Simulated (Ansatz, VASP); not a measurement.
# Two plane-wave programs on ReBPt

```
Re B Pt
1.0
     3.74108    0.00000    0.00000
    -1.87054    3.23987    0.00000
     0.00000    0.00000    3.26610
Re B Pt
1 1 1
Cartesian
  0.0000 0.0000 1.6330
  0.0000 2.1599 1.6330
  1.8705 1.0800 0.0000
```

Change from the starting cell: species swapped into the DyCuGe type (P-6m2, No. 187).

Alike in both runs: functional PBE; k mesh 6 × 6 × 6; occupations gaussian, width 0.1 eV; no spin polarisation.

Ansatz relaxed the structure, and its values are those at the end. VASP's run is a single point on that final structure, the one shown.

```csv
,VASP,Ansatz
version,VASP 6.6.1,Ansatz 0.2.0
potentials or method,"VASP PAW PBE potentials, release 64 (Re_sv_GW, B, Pt_sv_GW), cutoff 570 eV","scalar-relativistic, plane waves, PAW"
valence electrons in the cell,36,36
```

VASP gave:

```
gap on the k mesh at the Fermi level (eV) : none
pressure (GPa)                            : -1.1
```

**Question.** What did Ansatz give for the same quantities?

**Answer.** gap on the k mesh at the Fermi level (eV): none; pressure (GPa): 0.0.

A gap of «none» marks a metal or a gap that the smearing closes.

Neither program's run includes spin-orbit coupling.
